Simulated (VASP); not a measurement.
# Bi3H (Pm-3m) in VASP: a series of runs, part 2 of 2

VASP 6.6.1. Earlier steps stand in the parts before.

### 3 Single point, PBE

This run uses another cell than the first one, of 26.73 Å³/atom, 1.112 times its volume.

The input, INCAR:

```
PREC = Accurate
ENCUT = 520
EDIFF = 1E-7
ISMEAR = 0
SIGMA = 0.1
LREAL = False
LASPH = True
NELM = 100
ALGO = Normal
ISIF = 2
LWAVE = False
LCHARG = False
GGA = PE
NBANDS = 31
```

The input, KPOINTS:

```
Automatic mesh
0
Gamma
  10 10 10
```

The input, POSCAR:

```
Bi3H
1.0
    4.7464613201      0.0000000000      0.0000000000
    0.0000000000      4.7464613201      0.0000000000
    0.0000000000      0.0000000000      4.7464613201
Bi H
3 1
Direct
    0.0000000000      0.5000000000      0.5000000000
    0.5000000000      0.0000000000      0.5000000000
    0.5000000000      0.5000000000      0.0000000000
    0.0000000000      0.0000000000      0.0000000000
```

Potentials or basis: VASP PAW PBE potentials, release 64 (Bi_d, H).

Launch:

```bash
cat potpaw_PBE.64/Bi_d/POTCAR potpaw_PBE.64/H/POTCAR > POTCAR
mpirun -np 1 vasp_std > vasp.out
```

OUTCAR:

```text
PREC = Accurate
   ENCUT = 520
   EDIFF = 1E-7
   ISMEAR = 0
   LREAL = False
   LASPH = True
   NELM = 100
   ISIF = 2
   GGA = PE

 ion  position               nearest neighbor table
   1  0.000  0.500  0.500-   2 3.36   3 3.36   3 3.36   2 3.36   2 3.36   3 3.36   3 3.36   2 3.36

   2  0.500  0.000  0.500-   1 3.36   3 3.36   3 3.36   1 3.36   3 3.36   3 3.36   1 3.36   1 3.36

   3  0.500  0.500  0.000-   1 3.36   2 3.36   1 3.36   2 3.36   2 3.36   2 3.36   1 3.36   1 3.36

   4  0.000  0.000  0.000-

[... 1008 lines left out ...]
     30      13.3810      0.00000
     31      14.0217      0.00000

 [... further k-points ...]
[... 5 lines left out ...]
  --------------------------------------------------------------------------------------
  -------------------------------------------------------------------------------------
  Total       -0.0508949     -0.0508949     -0.0508949     -0.0000000     -0.0000000      0.0000000
  in kB       -0.7625622     -0.7625622     -0.7625622     -0.0000000     -0.0000000      0.0000000
  external PRESSURE =      -0.7625622 kB  Pullay stress =       0.0000000 kB

 VOLUME and BASIS-vectors are now :
 -----------------------------------------------------------------------------
  energy-cutoff  :      520.00
  volume of cell :      106.93
      direct lattice vectors                 reciprocal lattice vectors
     4.746461320  0.000000000  0.000000000     0.210683272  0.000000000  0.000000000
     0.000000000  4.746461320  0.000000000     0.000000000  0.210683272  0.000000000
     0.000000000  0.000000000  4.746461320     0.000000000  0.000000000  0.210683272

 POSITION                                       TOTAL-FORCE (eV/Angst)
 -----------------------------------------------------------------------------------
      0.00000      2.37323      2.37323         0.000000      0.000000      0.000000
      2.37323      0.00000      2.37323         0.000000      0.000000      0.000000
      2.37323      2.37323      0.00000         0.000000      0.000000      0.000000
      0.00000      0.00000      0.00000         0.000000      0.000000      0.000000
 -----------------------------------------------------------------------------------
    total drift:                                0.000000      0.000000      0.000000

  FREE ENERGIE OF THE ION-ELECTRON SYSTEM (eV)
  ---------------------------------------------------
  free  energy   TOTEN  =       -12.7559976523 eV

  energy  without entropy=      -12.7417195701  energy(sigma->0) =      -12.74885861
```

stdout:

```text
POSCAR found type information on POSCAR BiH
 POSCAR found :  2 types and       4 ions
 scaLAPACK will be used
 LDA part: xc-table for (Slater+PW92), standard interpolation
 POSCAR, INCAR and KPOINTS ok, starting setup
 FFT: planning ... GRIDC
 FFT: planning ... GRID_SOFT
 FFT: planning ... GRID
 WAVECAR not read
 entering main loop
```

Run time: 4.8 min. Hardware: 1 thread of Oxide Virtual Turin-like, shared host; peak memory 0.25 GiB.

Results:

- Free energy: -12.7560 eV
- Pressure: -0.1 GPa
- Band gap on the k mesh: zero (band 23 reaches 7.74 eV, above the bottom of band 24 at 5.98 eV)

Caveat: spin-orbit coupling is left out, which moves the levels of the heavy elements.

### 4 Relaxation of cell and atoms, PBE

This run uses another cell than the first one, of 26.73 Å³/atom, 1.112 times its volume.

The input, INCAR:

```
ALGO = Normal
EDIFF = 1E-6
EDIFFG = -0.01
ENCUT = 600
GGA = PE
IBRION = 2
ISIF = 3
ISMEAR = 0
LASPH = T
LCHARG = F
LREAL = F
LWAVE = F
NELM = 100
NSW = 100
PREC = Accurate
SIGMA = 0.1
```

The input, KPOINTS:

```
k-points
0
Gamma
  10 10 10
```

POSCAR is that of step 3.

Launch:

```bash
cat potpaw_PBE.64/Bi_d/POTCAR potpaw_PBE.64/H/POTCAR > POTCAR
mpirun -np 1 vasp_std > vasp.out
```

Wall time 4.5 min (1 thread of Oxide Virtual Turin-like, shared host); peak memory 0.3 GiB.

The run converged. Its results:

| Quantity | Value |
| --- | --- |
| Free energy | -12.7561 eV |
| Pressure after relaxing | 0.0 GPa |
| Band gap on the k mesh | zero (band 23 reaches 7.74 eV, above the bottom of band 24 at 5.98 eV) |

Final structure:
```
Bi H
1.0
     4.74646    0.00000    0.00000
     0.00000    4.74646    0.00000
     0.00000    0.00000    4.74646
Bi H
3 1
Direct
  0.00000 0.50000 0.50000
  0.50000 0.00000 0.50000
  0.50000 0.50000 0.00000
  0.00000 0.00000 0.00000
```

Levels at points of the mesh, in eV from the Fermi level:
| k point | band 19 | band 20 | band 21 | band 22 | band 23 | band 24 | band 25 | band 26 | band 27 |
| --- | --- | --- | --- | --- | --- | --- | --- | --- | --- |
| (0.00, 0.00, 0.00) | -3.60 | -3.60 | -3.60 | -1.46 | 1.46 | 1.46 | 1.46 | 3.65 | 3.65 |
| (0.50, 0.00, 0.00) | -2.51 | -2.51 | -2.43 | -0.52 | -0.52 | -0.24 | -0.12 | 1.82 | 3.22 |
| (0.50, 0.50, 0.00) | -4.55 | -2.62 | -0.82 | -0.28 | -0.28 | -0.23 | -0.23 | 0.07 | 4.35 |
| (0.50, 0.50, 0.50) | -5.80 | -3.78 | -3.78 | -3.78 | -1.84 | 4.47 | 4.47 | 5.21 | 5.21 |

Caveat: the relaxation stopped at its first step, so nothing moved; spin-orbit coupling is left out, which moves the levels of the heavy elements.

### 5 Summary

| task | cell | k mesh | cutoff (eV) | gap on the mesh (eV) | pressure (GPa) |
| --- | --- | --- | --- | --- | --- |
| relaxation of cell and atoms | relaxed from a = 4.581 Å, 4 atoms | 4 × 4 × 4 | 600 | none | 0.0 |
| single point | a = 4.746 Å, 4 atoms | 10 × 10 × 10 | 520 | none | -0.1 |
| relaxation of cell and atoms | relaxed from a = 4.746 Å, 4 atoms | 10 × 10 × 10 | 600 | none | 0.0 |

Alike in all rows: level PBE; potentials or basis VASP PAW PBE potentials, release 64 (Bi_d, H); no spin polarisation; smearing gaussian 0.1 eV.

Caveats: spin-orbit coupling is left out, which moves the levels of the heavy elements; the relaxation stopped at its first step, so nothing moved (some runs).

Total energies depend on the potentials used, so only differences within one code and one set of settings carry meaning.
